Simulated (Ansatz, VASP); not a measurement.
**Two plane-wave programs on Al3GaN4**

```xyz
8
Lattice="4.4070 0.0000 0.0000 0.0000 4.4070 0.0000 0.0000 0.0000 4.4070" Properties=species:S:1:pos:R:3 pbc="T T T"
Al    2.2035    2.2035    0.0000
Al    2.2035    0.0000    2.2035
Al    0.0000    2.2035    2.2035
Ga    0.0235    0.0235    0.0000
N     3.2819    3.2819    1.1251
N     3.2819    1.1251    3.2819
N     1.1251    3.2819    3.2819
N     1.1251    1.1251    1.1251
```

Alike in both runs: task single point; functional PBEsol; k mesh 6 × 6 × 6; occupations gaussian, width 0.05 eV; no spin polarisation.

|  | VASP | Ansatz |
| --- | --- | --- |
| version | VASP 6.6.1 | Ansatz 0.2.0 |
| potentials or method | VASP PAW PBE potentials, release 64 (Al, Ga_d, N), cutoff 520 eV | scalar-relativistic, plane waves, PAW |
| valence electrons in the cell | 42 | 42 |

|  | VASP | Ansatz | Ansatz less VASP |
| --- | --- | --- | --- |
| gap on the k mesh at the Fermi level (eV) | 3.19 | 3.20 | +0.005 |
| least direct gap on the mesh (eV) | 3.19 | 3.20 | +0.005 |
| pressure (GPa) | 0.0 | 0.1 | +0.08 |
| traceless stress, the component that is largest in VASP (GPa) | 0.40 | 0.40 | +0.009 |
| rms of the force components (eV/Å) | 0.144 | 0.146 | +0.0014 |

VASP's potentials were made for PBE, not for PBEsol. Atom by atom the forces differ by 0.004 eV/Å (rms over components).
